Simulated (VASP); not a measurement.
The system is Sc.

```
Sc
1.0
    -1.84207    1.84207    1.84207
     1.84207   -1.84207    1.84207
     1.84207    1.84207   -1.84207
Sc
1
Direct
  0.00000 0.00000 0.00000
```

```yaml
Program: VASP 6.6.1
Task: relaxation of cell and atoms
Functional: PBEsol
Potentials_or_basis: VASP PAW PBE potentials, release 64 (Sc_sv)
Cutoff: 600 eV
k_mesh: 12 × 12 × 12
Occupations: fermi-dirac, width 0.1 eV
Spin: no spin polarisation
```

At the start: pressure -2.2 GPa; volume 25.00 Å³/atom.

Where does the relaxation end?

Over 3 steps the energy falls by 7.2 meV/atom and the volume is 23.97 Å³/atom (-4.1 %); space group Im-3m (No. 229, to 0.05 Å).

The path:
```tsv
step	energy change (eV)	largest force (eV/Å)	pressure (GPa)	volume (Å³)
1	0.0000	0.0000	-2.17	25.00
2	-0.0070	0.0000	0.41	23.80
3	-0.0072	0.0000	0.00	23.97
```

Final structure:
```
CELL_PARAMETERS angstrom
-1.81639 1.81639 1.81639
1.81639 -1.81639 1.81639
1.81639 1.81639 -1.81639
ATOMIC_POSITIONS crystal
Sc 0.00000 0.00000 0.00000
```

Caveat: the PAW data sets were made with another functional, which shifts forces and pressure a little.
